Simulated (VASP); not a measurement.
Write the native input for VASP 6.6.1 that does the following.

```yaml
Task: relaxation of cell and atoms
Functional: PBE
Dispersion: D3(BJ)
Potentials_or_basis: VASP PAW PBE potentials, release 64 (Si, C)
Cutoff: 600 eV
k_mesh: 10 × 10 × 10
Occupations: gaussian, width 0.02 eV
Spin: no spin polarisation
Dipole_correction: no
Further_INCAR_settings: ALGO = Normal; EDIFF = 1e-07; IBRION = 2; EDIFFG = -0.002; NSW = 100; ISIF = 3
```

The structure of SiC lies in POSCAR:

```
SiC
1.0
    0.0000000000      2.1800000000      2.1800000000
    2.1800000000      0.0000000000      2.1800000000
    2.1800000000      2.1800000000      0.0000000000
Si C
1 1
Direct
    0.0000000000      0.0000000000      0.0000000000
    0.2500000000      0.2500000000      0.2500000000
```

These files were run (other wordings do the same):

INCAR

```
ALGO = Normal
EDIFF = 1E-7
EDIFFG = -0.002
ENCUT = 600
GGA = PE
GGA_COMPAT = F
IBRION = 2
ISIF = 3
ISMEAR = 0
IVDW = 12
LASPH = T
LCHARG = F
LREAL = F
LWAVE = F
NELM = 120
NELMIN = 4
NSW = 100
PREC = Accurate
SIGMA = 0.02
```

KPOINTS

```
k-points
0
Gamma
  10 10 10
```

Potentials or basis: VASP PAW PBE potentials, release 64 (Si, C).

Command:

```sh
$ cat potpaw_PBE.64/Si/POTCAR potpaw_PBE.64/C/POTCAR > POTCAR
$ mpirun -np 1 vasp_std > vasp.out
```

It gave:

```
Relaxed volume                        : 10.27 Å³/atom
Relaxed cell                          : a = 3.074 Å, b = 3.074 Å, c = 3.074 Å, α = 60.00°, β = 60.00°, γ = 60.00°
Space group after relaxing (to 0.1 Å) : F-43m (No. 216)
Energy gained by relaxing             : 0.5 meV/atom
Ionic steps                           : 3
Pressure after relaxing               : 0.0 GPa
Band gap on the k mesh                : 1.35 eV (least direct gap 4.55 eV)
Dispersion energy per atom            : -0.303 eV
```

It took 27 s on 1 thread of Intel(R) Xeon(R) Platinum 8488C (Sapphire Rapids), with other jobs on the host, peak memory 0.16 GiB.
